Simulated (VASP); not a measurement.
# Te2Pt (P-3m1) in VASP: single point with LDA+U

Aim: the single point of Te2Pt with LDA+U.

Everything below comes from runs of VASP 6.6.1. Logs are shortened: lines on timing, memory, paths and dates and some standing lists are left out, and cuts for length are marked.

## (1) The cell of the first run

Symmetry: P-3m1, No. 164, trigonal system. Conventional cell: a = 4.018 Å, b = 4.018 Å, c = 5.212 Å, α = 90.00°, β = 90.00°, γ = 120.00°. Within 3.5 Å of Te (site symmetry 3m) lie 3 Pt at 2.66 Å and 6 Te at 3.49 Å. Within 3.5 Å of Pt (site symmetry -3m) lie 6 Te at 2.66 Å.

## (2) Single point, LDA+U, non-collinear spin, zero start

The input, INCAR:

```
SYSTEM = Te2Pt
PREC     = Accurate       ! precision mode
ENCUT    = 500            ! plane-wave cutoff, eV
EDIFF    = 1E-6           ! SCF threshold, eV
ISMEAR   = 0              ! smearing method
SIGMA    = 0.05           ! smearing width, eV
LREAL    = .FALSE.        ! projectors in reciprocal space
LASPH    = .TRUE.         ! aspherical terms in the spheres
NELM     = 200            ! most SCF steps
ALGO     = Normal         ! electronic algorithm
ISIF     = 2              ! what is computed and relaxed
LWAVE    = .FALSE.        ! write WAVECAR
LCHARG   = .TRUE.         ! write CHGCAR
LNONCOLLINEAR= .TRUE.         ! non-collinear magnetism
MAGMOM   = 0 0 0 0 0 0 0 0 0 0 0 0 0 0 0 0 0 0 ! initial moments
LORBIT   = 11             ! projections on sites
LMAXMIX  = 4              ! l up to which the mixer works
LDAU     = .TRUE.         ! DFT+U
LDAUTYPE = 1            
LDAUL    = -1 2           ! shell
LDAUU    = 0 4            ! U, eV
LDAUJ    = 0 0.5        
LDAUPRINT= 1            
LVHAR    = .TRUE.       
NBANDS   = 60             ! bands
GGA_COMPAT= .FALSE.
```

The input, KPOINTS:

```
regular mesh
0
G
  6 6 2
  0 0 0
```

The input, POSCAR:

```
Te2Pt
1.0
    4.0179994500      0.0000000000      0.0000000000
   -2.0089997300      3.4796896000      0.0000000000
    0.0000000000      0.0000000000     10.4239986600
Te Pt
4 2
Direct
    0.3333333333      0.6666666667      0.1250000000
    0.6666666667      0.3333333333      0.3750000000
    0.3333333333      0.6666666667      0.6250000000
    0.6666666667      0.3333333333      0.8750000000
    0.0000000000      0.0000000000      0.0000000000
    0.0000000000      0.0000000000      0.5000000000
```

Potentials or basis: VASP PAW LDA potentials, release 64 (Te, Pt).

Launch:

```bash
> cat potpaw_LDA.64/Te/POTCAR potpaw_LDA.64/Pt/POTCAR > POTCAR
> mpirun -np 1 vasp_ncl > vasp.out
```

OUTCAR:

```text
SYSTEM = Te2Pt
   PREC = Accurate
   ENCUT = 500
   EDIFF = 1E-6
   ISMEAR = 0
   LREAL = .FALSE.
   LASPH = .TRUE.
   NELM = 200
   ISIF = 2
   LNONCOLLINEAR = .TRUE.
   LORBIT = 11

 ion  position               nearest neighbor table
   1  0.333  0.667  0.125-   5 2.66   5 2.66   5 2.66   2 3.49   4 3.49   2 3.49   4 3.49   2 3.49
                             4 3.49
   2  0.667  0.333  0.375-   6 2.66   6 2.66   6 2.66   3 3.49   1 3.49   3 3.49   1 3.49   1 3.49
                             3 3.49
   3  0.333  0.667  0.625-   6 2.66   6 2.66   6 2.66   2 3.49   4 3.49   2 3.49   4 3.49   2 3.49
                             4 3.49
   4  0.667  0.333  0.875-   5 2.66   5 2.66   5 2.66   3 3.49   1 3.49   3 3.49   1 3.49   1 3.49
                             3 3.49
   5  0.000  0.000  0.000-   4 2.66   1 2.66   4 2.66   1 2.66   4 2.66   1 2.66
   6  0.000  0.000  0.500-   2 2.66   3 2.66   3 2.66   2 2.66   2 2.66   3 2.66

  LATTYP: Found a hexagonal cell.
 ALAT       =     4.0179994500
 C/A-ratio  =     2.5943255567

  Lattice vectors:

 A1 = (   4.0179994500,   0.0000000000,   0.0000000000)
 A2 = (  -2.0089997300,   3.4796896000,   0.0000000000)
 A3 = (   0.0000000000,   0.0000000000,  10.4239986600)

Analysis of symmetry for initial positions (statically):
=====================================================================
 Subroutine PRICEL returns following result:

  LATTYP: Found a hexagonal cell.
 ALAT       =     4.0179994500
 C/A-ratio  =     1.2971627784
[... 12 lines left out ...]
 Subroutine GETGRP returns: Found 12 space group operations
 (whereof 12 operations were pure point group operations)
 out of a pool of 24 trial point group operations.

The static configuration has the point symmetry D_3d.

Analysis of symmetry for dynamics (positions and initial velocities):
=====================================================================
 Subroutine PRICEL returns following result:

  LATTYP: Found a hexagonal cell.
 ALAT       =     4.0179994500
 C/A-ratio  =     1.2971627784
[... 12 lines left out ...]
 Subroutine GETGRP returns: Found 12 space group operations
 (whereof 12 operations were pure point group operations)
 out of a pool of 24 trial point group operations.

The dynamic configuration has the point symmetry D_3d.

Analysis of structural, dynamic, and magnetic symmetry:
=====================================================================
[... 265 lines left out ...]

 E-fermi :   8.6324     XC(G=0): -10.7319

 val. band max:        8.6129808276   @ k =   0.3333   0.0000   0.5000
 cond. band min:       8.6866625372   @ k =   0.3333   0.1667   0.0000
 fundamental gap:      0.0736817096
 Fermi energy:         8.6323801291

 k-point     1 :       0.0000    0.0000    0.0000
  band No.  band energies     occupation
      1      -5.5770      1.00000
      2      -5.5770      1.00000
      3      -4.8695      1.00000
      4      -4.8695      1.00000
      5      -3.7237      1.00000
      6      -3.7237      1.00000
[... 815 lines left out ...]
     55      12.9743      0.00000
     56      12.9743      0.00000
 [bands above 56 left out]

------------------------ aborting loop because EDIFF is reached ----------------------------------------

  FORCE on cell =-STRESS in cart. coord.  units (eV):
  Direction    XX          YY          ZZ          XY          YZ          ZX
  --------------------------------------------------------------------------------------
  -------------------------------------------------------------------------------------
  Total       -0.6370511     -0.6370511     -0.1767377      0.0000000      0.0000000     -0.0000000
  in kB       -7.0032578     -7.0032578     -1.9429208      0.0000000      0.0000000     -0.0000000
  external PRESSURE =      -5.3164788 kB  Pullay stress =       0.0000000 kB

 VOLUME and BASIS-vectors are now :
 -----------------------------------------------------------------------------
  energy-cutoff  :      500.00
  volume of cell :      145.74
      direct lattice vectors                 reciprocal lattice vectors
     4.017999450  0.000000000  0.000000000     0.248880074  0.143690978  0.000000000
    -2.008999730  3.479689600  0.000000000     0.000000000  0.287381955  0.000000000
     0.000000000  0.000000000 10.423998660     0.000000000  0.000000000  0.095932476

 POSITION                                       TOTAL-FORCE (eV/Angst)
 -----------------------------------------------------------------------------------
     -0.00000      2.31979      1.30300        -0.000000     -0.000000      0.437239
      2.00900      1.15990      3.90900         0.000000     -0.000000     -0.437239
     -0.00000      2.31979      6.51500        -0.000000      0.000000      0.437239
      2.00900      1.15990      9.12100         0.000000     -0.000000     -0.437239
      0.00000      0.00000      0.00000         0.000000      0.000000     -0.000000
      0.00000      0.00000      5.21200         0.000000      0.000000     -0.000000
 -----------------------------------------------------------------------------------
    total drift:                                0.000000      0.000000      0.000000

  FREE ENERGIE OF THE ION-ELECTRON SYSTEM (eV)
  ---------------------------------------------------
  free  energy   TOTEN  =       -27.9825997414 eV

  energy  without entropy=      -27.9790011690  energy(sigma->0) =      -27.98080046

 total charge

# of ion       s       p       d       tot
------------------------------------------
    1        1.403   1.875   0.075   3.353
    2        1.403   1.875   0.075   3.353
    3        1.403   1.875   0.075   3.353
    4        1.403   1.875   0.075   3.353
    5        0.663   0.656   8.423   9.742
    6        0.663   0.656   8.423   9.742
--------------------------------------------------
tot          6.939   8.810  17.145  32.895

 magnetization (x)

# of ion       s       p       d       tot
------------------------------------------
    1       -0.000   0.000  -0.000   0.000
    2        0.000   0.000   0.000   0.000
    3        0.000   0.000  -0.000   0.000
    4       -0.000   0.000  -0.000   0.000
    5       -0.000   0.000   0.000   0.000
    6       -0.000   0.000   0.000   0.000
--------------------------------------------------
tot         -0.000   0.000   0.000   0.000

 magnetization (y)

# of ion       s       p       d       tot
------------------------------------------
    1       -0.000   0.000  -0.000   0.000
    2        0.000  -0.000  -0.000   0.000
    3        0.000   0.000   0.000   0.000
    4        0.000   0.000  -0.000   0.000
    5        0.000   0.000   0.000   0.000
    6       -0.000   0.000   0.000  -0.000
--------------------------------------------------
tot          0.000   0.000  -0.000   0.000

 magnetization (z)

# of ion       s       p       d       tot
------------------------------------------
    1        0.000  -0.000   0.000  -0.000
    2        0.000   0.000   0.000   0.000
    3        0.000  -0.000   0.000  -0.000
    4        0.000   0.000   0.000   0.000
    5       -0.000  -0.000   0.000  -0.000
    6       -0.000   0.000   0.000  -0.000
--------------------------------------------------
tot         -0.000  -0.000   0.000  -0.000
```

stdout:

```text
POSCAR found type information on POSCAR TePt
 POSCAR found :  2 types and       6 ions
 scaLAPACK will be used
 LDA part: xc-table for (Slater(with rela. corr.)+CA(PZ))
 , standard interpolation
 POSCAR, INCAR and KPOINTS ok, starting setup
 FFT: planning ... GRIDC
 FFT: planning ... GRID_SOFT
 FFT: planning ... GRID
 WAVECAR not read
 entering main loop
```

Run time: 100 s. Hardware: 1 thread of AMD EPYC 9R45 (Zen 5), shared host; peak memory 0.46 GiB.

Results:

| Quantity | Value |
| --- | --- |
| Free energy | -27.9826 eV |
| Pressure | -0.5 GPa |
| Largest force | 0.437 eV/Å |
| Band gap on the k mesh | zero (bands 44 and 45 overlap by 1.37 eV) |
| Net moment | 0.00 μB per cell |
| Valence electrons inside the program's atomic spheres | Te 3.35; Pt 9.74 |

Forces on the atoms (eV/Å):
```
Te   0.000  0.000  0.437
Te   0.000  0.000 -0.437
Te   0.000  0.000  0.437
Te   0.000  0.000 -0.437
Pt   0.000  0.000  0.000
Pt   0.000  0.000  0.000
```

Moments on the atoms (μB; x, y, z):
```
Te  0.00 0.00 0.00
Te  0.00 0.00 0.00
Te  0.00 0.00 0.00
Te  0.00 0.00 0.00
Pt  0.00 0.00 0.00
Pt  0.00 0.00 0.00
```

Caveat: spin-orbit coupling is left out, which moves the levels of the heavy elements; the U is typed as a test and isn't derived for this compound. The state reached can hang on the start; a lower one may exist.

The gap in the log of VASP goes by the Fermi energy; the results here count the filled bands.